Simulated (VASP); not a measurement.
Here is a VASP 6.6.1 calculation.

File POSCAR:

```
AlGa3N4
1.0
    4.4653444522      0.0000000000      0.0000000000
    0.0000000000      4.4653444522      0.0000000000
    0.0000000000      0.0000000000      4.4653444522
Al Ga N
1 3 4
Direct
    0.0000000000      0.0000000000      0.0000000000
    0.5000000000      0.5000000000      0.0000000000
    0.5000000000      0.0000000000      0.5000000000
    0.0000000000      0.5000000000      0.5000000000
    0.7553510553      0.7553510553      0.2446489447
    0.7553510553      0.2446489447      0.7553510553
    0.2446489447      0.7553510553      0.7553510553
    0.2446489447      0.2446489447      0.2446489447
```

The input INCAR.step1:

```
SYSTEM = AlGa3N4
ALGO = Normal
EDIFF = 1E-5
ENCUT = 910
GGA = PE
GGA_COMPAT = .False.
ISMEAR = 0
LASPH = .True.
LCHARG = .False.
LREAL = .False.
LWAVE = .True.
NBANDS = 41
NELM = 120
PREC = Accurate
SIGMA = 0.02
```

The input INCAR.step2:

```
SYSTEM = AlGa3N4
ALGO = Normal
EDIFF = 1E-6
ENCUT = 910
GGA_COMPAT = .False.
ISIF = 2
ISMEAR = 0
ISTART = 1
LASPH = .True.
LCHARG = .True.
LELF = .True.
LMIXTAU = .True.
LREAL = .False.
LVHAR = .True.
LWAVE = .False.
METAGGA = R2SCAN
NBANDS = 41
NELM = 120
PREC = Accurate
SIGMA = 0.02
```

The input KPOINTS:

```
k-points
0
Gamma
  6 6 6
  0 0 0
```

Potentials or basis: VASP PAW PBE potentials, release 64 (Al, Ga_d, N_h).

The run is started by

```bash
$ cat potpaw_PBE.64/Al/POTCAR potpaw_PBE.64/Ga_d/POTCAR potpaw_PBE.64/N_h/POTCAR > POTCAR
$ cp INCAR.step1 INCAR
$ mpirun -np 1 vasp_std > vasp.out
$ cp INCAR.step2 INCAR
$ mpirun -np 1 vasp_std > vasp.out
```

Question: What does it give for the largest force?

Answer: 0.081 eV/Å.

Question: Estimate the pressure.

Answer: 0.6 GPa.

Question: What does it give for the band gap on the k mesh?

Answer: 2.81 eV.

Forces in eV/Å, atoms in the order of the input:
```
Al   0.000  0.000  0.000
Ga   0.000  0.000  0.000
Ga   0.000  0.000  0.000
Ga   0.000  0.000  0.000
N    0.047  0.047 -0.047
N    0.047 -0.047  0.047
N   -0.047  0.047  0.047
N   -0.047 -0.047 -0.047
```

Caveat: the cutoff is under 1.25 times the usual one of these potentials, so pressure, stress and relaxed cells hold a basis-set (Pulay) error; the PAW data sets were made with another functional, which shifts forces and pressure a little.
